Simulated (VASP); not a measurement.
# S (I4/mmm) in VASP: notebook

The runs below take S through single point, relaxation of cell and atoms, with PBEsol.

Program: VASP 6.6.1. These are calculated values, not measurements. Logs are shortened: lines on timing, memory, paths and dates and some standing lists are left out, and cuts for length are marked.

**1. The cell of the first run**

It takes space group I4/mmm (No. 139, tetragonal). The conventional cell has a = 3.359 Å, b = 3.359 Å, c = 5.110 Å, α = 90.00°, β = 90.00°, γ = 90.00°. S (site symmetry 4/mmm) has 12 S at 3.36 to 3.49 Å within 4.4 Å.

**2. Single point, PBEsol**

File INCAR:

```
SYSTEM = S
ALGO = Normal
EDIFF = 1E-7
ENCUT = 520
GGA = PS
ISIF = 2
ISMEAR = 0
LASPH = .TRUE.
LCHARG = .FALSE.
LREAL = .FALSE.
LWAVE = .FALSE.
NBANDS = 9
NELM = 60
PREC = Accurate
SIGMA = 0.1
```

File KPOINTS:

```
k-points
0
G
  8 8 8
  0 0 0
```

File POSCAR:

```
S
1.0
   -1.6793609656      1.6793609656      2.5549027216
    1.6793609656     -1.6793609656      2.5549027216
    1.6793609656      1.6793609656     -2.5549027216
S
1
Direct
    0.0000000000      0.0000000000      0.0000000000
```

Potentials or basis: VASP PAW PBE potentials, release 64 (S).

Started as:

```console
> cat potpaw_PBE.64/S/POTCAR > POTCAR
> mpirun -np 1 vasp_std > vasp.out
```

OUTCAR:

```text
SYSTEM = S
   EDIFF = 1E-7
   ENCUT = 520
   GGA = PS
   ISIF = 2
   ISMEAR = 0
   LASPH = .TRUE.
   LREAL = .FALSE.
   NELM = 60
   PREC = Accurate

 ion  position               nearest neighbor table
   1  0.000  0.000  0.000-

  LATTYP: Found a body centered tetragonal cell.
 ALAT       =     3.3587219312
 C/A-ratio  =     1.5213541186

  Lattice vectors:

 A1 = (  -1.6793609656,   1.6793609656,   2.5549027216)
 A2 = (   1.6793609656,  -1.6793609656,   2.5549027216)
 A3 = (   1.6793609656,   1.6793609656,  -2.5549027216)

Analysis of symmetry for initial positions (statically):
=====================================================================
 Subroutine PRICEL returns:
 Original cell was already a primitive cell.

 Routine SETGRP: Setting up the symmetry group for a
 body centered tetragonal supercell.

 Subroutine GETGRP returns: Found 16 space group operations
 (whereof 16 operations were pure point group operations)
 out of a pool of 16 trial point group operations.

The static configuration has the point symmetry D_4h.

Analysis of symmetry for dynamics (positions and initial velocities):
=====================================================================
 Subroutine PRICEL returns:
 Original cell was already a primitive cell.

 Routine SETGRP: Setting up the symmetry group for a
 body centered tetragonal supercell.

 Subroutine GETGRP returns: Found 16 space group operations
 (whereof 16 operations were pure point group operations)
 out of a pool of 16 trial point group operations.

The dynamic configuration has the point symmetry D_4h.

 Subroutine INISYM returns: Found 16 space group operations
 (whereof 16 operations are pure point group operations),
 and found     1 'primitive' translations

----------------------------------------------------------------------------------------

                                     Primitive cell

  volume of cell :      28.8219

  direct lattice vectors                    reciprocal lattice vectors
    -1.679360966  1.679360966  2.554902722     0.000000000  0.297732298  0.195702167
     1.679360966 -1.679360966  2.554902722     0.297732298  0.000000000  0.195702167
     1.679360966  1.679360966 -2.554902722     0.297732298  0.297732298  0.000000000

  length of vectors
     3.488270979  3.488270979  3.488270979     0.356291818  0.356291818  0.421057054

  position of ions in fractional coordinates (direct lattice)
     0.000000000  0.000000000  0.000000000

  ion indices of the primitive-cell ions
   primitive index   ion index
                 1           1

----------------------------------------------------------------------------------------

 KPOINTS: k-points

Automatic generation of k-mesh.
 Grid dimensions read from file:
 generate k-points for:    8    8    8

 Generating k-lattice:

  Cartesian coordinates                     Fractional coordinates (reciprocal lattice)
     0.000000000  0.037216537  0.024462771     0.125000000  0.000000000  0.000000000
     0.037216537  0.000000000  0.024462771     0.000000000  0.125000000  0.000000000
     0.037216537  0.037216537  0.000000000     0.000000000  0.000000000  0.125000000

  Length of vectors
     0.044536477  0.044536477  0.052632132

  Shift w.r.t. Gamma in fractional coordinates (k-lattice)
     0.000000000  0.000000000  0.000000000

 Subroutine IBZKPT returns following result:
 ===========================================

 Found     59 irreducible k-points:

 Following reciprocal coordinates:
            Coordinates               Weight
  0.000000  0.000000  0.000000      1.000000
  0.125000  0.000000 -0.000000      8.000000
  0.250000  0.000000 -0.000000      8.000000
  0.375000  0.000000 -0.000000      8.000000
  0.500000  0.000000 -0.000000      4.000000
  0.125000  0.125000 -0.000000      8.000000
[... 16 lines left out ...]
  0.250000  0.125000  0.125000     16.000000
  0.375000  0.125000  0.125000      8.000000
 [... further k-points ...]
   k-points           NKPTS =     59   k-points in BZ     NKDIM =     59   number of bands    NBANDS=      9
   number of dos      NEDOS =    301   number of ions     NIONS =      1
   total plane-waves  NPLWV =  21952
   dimension x,y,z NGX =    28 NGY =   28 NGZ =   28
   dimension x,y,z NGXF=    56 NGYF=   56 NGZF=   56
   ions per type =               1
   NGX,Y,Z   is equivalent  to a cutoff of  13.34, 13.34, 13.34 a.u.
   NGXF,Y,Z  is equivalent  to a cutoff of  26.69, 26.69, 26.69 a.u.
 SYSTEM =  S
   PREC   = accura    normal or accurate (medium, high low for compatibility)
   ISTART =      0    job   : 0-new  1-cont  2-samecut
   ICHARG =      2    charge: 1-file 2-atom 10-const
   ISPIN  =      1    spin polarized calculation?
   LNONCOLLINEAR =      F non collinear calculations
   LSORBIT =      F    spin-orbit coupling
   LASPH  =      T    aspherical Exc in radial PAW
   ENCUT  =  520.0 eV  38.22 Ry    6.18 a.u.   6.49  6.49  6.49*2*pi/ulx,y,z
   NELM   =     60;   NELMIN=  2; NELMDL= -5     # of ELM steps
   EDIFF  = 0.1E-06   stopping-criterion for ELM
   LREAL  =      F    real-space projection
   EDIFFG = 0.1E-05   stopping-criterion for IOM
   NSW    =      0    number of steps for IOM
   IBRION =     -1    ionic relax: 0-MD 1-quasi-New 2-CG
   NFREE  =      0    steps in history (QN), initial steepest desc. (CG)
   ISIF   =      2    stress and relaxation
   ISYM   =      2    0-nonsym 1-usesym 2-fastsym
   POTIM  = 0.5000    time-step for ionic-motion
   TEBEG  =    0.0;   TEEND  =   0.0 temperature during run
   PSTRESS=    0.0 pullay stress
   NELECT =       6.0000    total number of electrons
   NUPDOWN=      -1.0000    fix difference up-down
   EMIN   =  10.00;   EMAX   =-10.00  energy-range for DOS
   EFERMI =   0.00;   METHOD = LEGACY
   ISMEAR =     0;   SIGMA  =   0.10  broadening in eV -4-tet -1-fermi 0-gaus
   EFERMI_NEDOS =   21; number of points for ismear=-14 and -15
   IALGO  =     38    algorithm
   IMIX   =      4    mixing-type and parameters
     AMIX     =   0.40;   BMIX     =  1.00
     AMIX_MAG =   1.60;   BMIX_MAG =  1.00
  volume/ion in A,a.u.               =      28.82       194.50
  Fermi-wavevector in a.u.,A,eV,Ry     =   0.970252  1.833510 12.808367  0.941388
  Thomas-Fermi vector in A             =   2.100371
   LORBIT       =      0    0 simple, 1 ext, 2 COOP (PROOUT), +10 PAW based schemes
   GGA     = PS    functional components
   LHFCALC =     F    Hartree Fock is set to
   AEXX    =    0.0000 exact exchange contribution
   IVDW    =     0    specifies the selected vdW correction
   LEPSILON=     F    determine dielectric tensor
   LRPA    =     F    only Hartree local field effects (RPA)
 non-spin polarized calculation
 Gauss-broadening in eV      SIGMA  =   0.10
  energy-cutoff  :      520.00
  volume of cell :       28.82
 maximum number of plane-waves:       792
 NGX is ok and might be reduce to    28
   NGX = 13   NGY = 13   NGZ = 13

 number of electron       5.9999999 magnetization

 Free energy of the ion-electron system (eV)
  ---------------------------------------------------
  ext. energy  EPLUGINS =         0.00000000
  ---------------------------------------------------
  free energy    TOTEN  =        -2.20682203 eV

  energy without entropy =       -2.19546664  energy(sigma->0) =       -2.20114433

 E-fermi :   0.6264     XC(G=0):  -8.6472

 val. band max:        0.6184422469   @ k =  -0.3750   0.5000   0.3750
 cond. band min:       0.6289266832   @ k =  -0.3750   0.2500   0.0000
 fundamental gap:      0.0104844363
 Fermi energy:         0.6263930084

 k-point     1 :       0.0000    0.0000    0.0000
  band No.  band energies     occupation
      1     -11.8423      2.00000
      2       1.7021      0.00000
      3       1.7678      0.00000
      4       1.7678      0.00000
      5       8.4610      0.00000
      6      11.9474      0.00000
      7      12.6123      0.00000
      8      12.6123      0.00000
      9      14.8062      0.00000

 k-point     2 :       0.1250    0.0000   -0.0000
  band No.  band energies     occupation
      1     -11.6868      2.00000
      2       0.9147      0.00005
      3       1.6085      0.00000
      4       1.7167      0.00000
      5       9.1350      0.00000
      6      11.8409      0.00000
      7      12.4127      0.00000
      8      12.9006      0.00000
      9      14.5077      0.00000

 k-point     3 :       0.2500    0.0000   -0.0000
  band No.  band energies     occupation
      1     -11.2703      2.00000
      2      -0.7213      2.00000
      3       1.3558      0.00000
      4       1.6020      0.00000
      5       9.4524      0.00000
      6      12.1101      0.00000
      7      12.4657      0.00000
      8      13.1074      0.00000
      9      15.1447      0.00000

 k-point     4 :       0.3750    0.0000   -0.0000
  band No.  band energies     occupation
      1     -10.7733      2.00000
      2      -2.1482      2.00000
      3       1.1285      0.00000
      4       1.4982      0.00000
      5       8.9599      0.00000
      6      11.6993      0.00000
      7      12.6012      0.00000
      8      13.8506      0.00000
      9      16.8288      0.00000
[... 205 lines left out ...]
 k-point    22 :       0.1250    0.1250    0.1250
  band No.  band energies     occupation
      1     -10.9121      2.00000
      2      -0.9133      2.00000
      3       0.3602      1.99983
      4       1.1573      0.00000
      5      10.3428      0.00000
      6      10.4541      0.00000
      7      11.8035      0.00000
      8      14.3653      0.00000
      9      14.5433      0.00000

 k-point    23 :       0.2500    0.1250    0.1250
  band No.  band energies     occupation
      1     -10.4799      2.00000
      2      -1.7906      2.00000
      3      -0.0492      2.00000
      4       0.8828      0.00029
      5       9.9237      0.00000
      6      10.4571      0.00000
      7      11.9916      0.00000
      8      14.0265      0.00000
      9      16.5122      0.00000

 k-point    24 :       0.3750    0.1250    0.1250
  band No.  band energies     occupation
      1     -10.2761      2.00000
      2      -2.2137      2.00000
      3      -0.1137      2.00000
      4       0.7207      0.18209
      5       9.8631      0.00000
      6      10.0318      0.00000
      7      13.1440      0.00000
      8      13.5446      0.00000
      9      17.1863      0.00000

 [... further k-points ...]
[... 5 lines left out ...]
  --------------------------------------------------------------------------------------
  -------------------------------------------------------------------------------------
  Total       -2.7307901     -2.7307901     -2.1166519      0.0000000      0.0000000      0.0000000
  in kB     -151.8016321   -151.8016321   -117.6623625      0.0000000      0.0000000      0.0000000
  external PRESSURE =    -140.4218755 kB  Pullay stress =       0.0000000 kB

 VOLUME and BASIS-vectors are now :
 -----------------------------------------------------------------------------
  energy-cutoff  :      520.00
  volume of cell :       28.82
      direct lattice vectors                 reciprocal lattice vectors
    -1.679360966  1.679360966  2.554902722     0.000000000  0.297732298  0.195702167
     1.679360966 -1.679360966  2.554902722     0.297732298  0.000000000  0.195702167
     1.679360966  1.679360966 -2.554902722     0.297732298  0.297732298  0.000000000

 POSITION                                       TOTAL-FORCE (eV/Angst)
 -----------------------------------------------------------------------------------
      0.00000      0.00000      0.00000        -0.000000      0.000000      0.000000
 -----------------------------------------------------------------------------------
    total drift:                                0.000000      0.000000      0.000000

  FREE ENERGIE OF THE ION-ELECTRON SYSTEM (eV)
  ---------------------------------------------------
  free  energy   TOTEN  =        -2.2068220319 eV

  energy  without entropy=       -2.1954666353  energy(sigma->0) =       -2.20114433
```

Wall time 19 s (1 thread of Intel Xeon Platinum 8375C at 2.90GHz (Ice Lake), shared host); peak memory 0.15 GiB.

What came out:

* Free energy: -2.2068 eV
* Pressure: -14.0 GPa
* Band gap on the k mesh: zero (band 3 reaches 1.77 eV, above the bottom of band 4 at -0.28 eV)

Levels at points of the mesh, in eV from the Fermi level:
| k point | band 1 | band 2 | band 3 | band 4 | band 5 | band 6 | band 7 |
| --- | --- | --- | --- | --- | --- | --- | --- |
| (0.00, 0.00, 0.00) | -12.47 | 1.08 | 1.14 | 1.14 | 7.83 | 11.32 | 11.99 |
| (0.50, 0.00, 0.00) | -11.16 | -3.35 | 0.41 | 0.83 | 8.12 | 10.88 | 11.72 |
| (0.50, 0.50, 0.00) | -10.63 | -2.83 | -0.73 | -0.35 | 6.55 | 7.63 | 16.68 |
| (0.50, 0.50, 0.50) | -10.92 | -3.03 | -0.13 | -0.13 | 6.92 | 7.97 | 15.94 |

Caveat: the PAW data sets were made with another functional, which shifts forces and pressure a little.

**3. Relaxation of cell and atoms, PBEsol**

File INCAR:

```
SYSTEM = S
ALGO = Normal
EDIFF = 1E-6
EDIFFG = -0.04
ENCUT = 600
GGA = PS
IBRION = 2
ISIF = 3
ISMEAR = 0
LASPH = .True.
LCHARG = .False.
LREAL = .False.
LWAVE = .False.
NELM = 60
NSW = 90
PREC = Accurate
SIGMA = 0.1
```

File KPOINTS:

```
k-points
0
Gamma
  8 8 8
  0 0 0
```

POSCAR is that of step 2.

Potentials or basis: VASP PAW PBE potentials, release 64 (S).

Started as:

```console
> cat potpaw_PBE.64/S/POTCAR > POTCAR
> mpirun -np 1 vasp_std > vasp.out
```

It took 2.4 min on 1 thread of Intel Xeon Platinum 8559C (Emerald Rapids), shared host; peak memory 0.16 GiB.

It converged, with:

| Quantity | Value |
| --- | --- |
| Free energy | -4.0088 eV |
| Relaxed volume | 18.96 Å³/atom |
| Relaxed cell | a = 3.845 Å, b = 3.845 Å, c = 3.845 Å, α = 144.62°, β = 144.62°, γ = 50.90° |
| Space group after relaxing (to 0.05 Å) | I4/mmm (No. 139) |
| Energy gained by relaxing | 1802.1 meV/atom |
| Ionic steps | 31 |
| Pressure after relaxing | 0.0 GPa |
| Band gap on the k mesh | zero (band 3 reaches 9.99 eV, above the bottom of band 4 at 4.60 eV) |

Stress tensor (GPa, compression positive):
```
-0.06  0.00  0.00
 0.00 -0.06  0.00
 0.00  0.00  0.06
```

The path:
```
step  energy change (eV)  largest force (eV/Å)  pressure (GPa)  volume (Å³)
   1              0.0000                0.0000          -14.03        28.82
   2             -0.9111                0.0000          -14.50        19.52
   3              7.0421                0.0000          633.06         5.57
   4             -1.0395                0.0000          -12.14        18.04
   5             -1.1587                0.0000           10.34        13.68
   6             -1.1876                0.0000           -1.94        15.21
   7             -1.1909                0.0000            0.24        14.87
   8             -1.1904                0.0000            1.79        14.65
   9             -1.2100                0.0000            3.26        14.57
  10             -1.2774                0.0000            6.64        14.39
  11             -1.4192                0.0000           13.24        13.86
  12             -0.7403                0.0000           72.17        12.23
  13             -1.4519                0.0000           18.08        13.65
  14             -1.3692                0.0000           38.91        13.00
  15             -1.4641                0.0000           26.12        13.36
  16             -1.4682                0.0000           26.55        13.38
  17             -1.4792                0.0000           27.66        13.42
  18             -1.4894                0.0000           29.34        13.51
  19             -1.5029                0.0000           28.38        13.59
  20             -1.5409                0.0000           25.63        13.83
  21             -1.6066                0.0000           20.65        14.32
  22             -1.7027                0.0000           12.58        15.34
  23             -1.7908                0.0000            2.05        17.49
  24             -1.7968                0.0000           -0.36        18.19
  25             -1.7970                0.0000           -0.98        18.39
  26             -1.7983                0.0000           -0.74        18.42
  27             -1.8008                0.0000            0.04        18.50
  28             -1.8001                0.0000            1.66        18.67
  29             -1.8014                0.0000            0.70        18.57
  30             -1.8017                0.0000            0.50        18.68
  31             -1.8021                0.0000           -0.02        18.96
```

Final structure:
```cif
data_structure
_symmetry_space_group_name_H-M 'P 1'
_symmetry_Int_Tables_number 1
_cell_length_a 3.8452
_cell_length_b 3.8452
_cell_length_c 3.8452
_cell_angle_alpha 144.620
_cell_angle_beta 144.620
_cell_angle_gamma 50.901
_cell_volume 18.96
loop_
_atom_site_label
_atom_site_type_symbol
_atom_site_fract_x
_atom_site_fract_y
_atom_site_fract_z
_atom_site_occupancy
S1 S 0.00000 0.00000 0.00000 1
```

Levels at points of the mesh, in eV from the Fermi level:
| k point | band 1 | band 2 | band 3 | band 4 | band 5 | band 6 |
| --- | --- | --- | --- | --- | --- | --- |
| (0.00, 0.00, 0.00) | -17.17 | -3.62 | 3.85 | 4.84 | 4.84 | 8.86 |
| (0.50, 0.00, 0.00) | -12.58 | -8.43 | -1.51 | 5.01 | 7.15 | 12.63 |
| (0.50, 0.50, 0.00) | -7.66 | -5.37 | -5.14 | 1.56 | 3.21 | 8.40 |
| (0.50, 0.50, 0.50) | -16.81 | -6.31 | 4.70 | 4.70 | 8.65 | 12.11 |

Caveat: the volume moved by over 15 % at a fixed basis, so the end points are rough; the PAW data sets were made with another functional, which shifts forces and pressure a little.
